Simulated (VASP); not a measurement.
Cu, 2 atoms in the cell. The structure is hexagonal, space group P6_3/mmc (No. 194). Conventional cell: a = 2.521 Å, b = 2.521 Å, c = 4.117 Å, α = 90.00°, β = 90.00°, γ = 120.00°. Within 3.3 Å of Cu (site symmetry -6m2) lie 12 Cu at 2.52 Å. This isn't the form of Cu at room conditions, which is fcc.

```yaml
Program: VASP 6.6.1
Task: single point
Functional: PBEsol
Potentials_or_basis: VASP PAW PBE potentials, release 64 (Cu)
Cutoff: 520 eV
k_mesh: 24 × 24 × 12
Occupations: gaussian, width 0.1 eV
Spin: no spin polarisation
Dipole_correction: no
Further_INCAR_settings: ALGO = Fast; EDIFF = 1e-06; NBANDS = 18
```

Potentials or basis: VASP PAW PBE potentials, release 64 (Cu).

Launch:

```sh
$ cat potpaw_PBE.64/Cu/POTCAR > POTCAR
$ mpirun -np 1 vasp_std > vasp.out
```

Hardware: 1 thread of Intel Xeon 8259CL, on a shared host.

**Question.** Estimate the wall time of this run.

**Answer.** Wall time 4.2 min on 1 thread of Intel Xeon 8259CL, on a shared host, peak memory 0.25 GiB. Counts: scf iterations 13, k points 427.
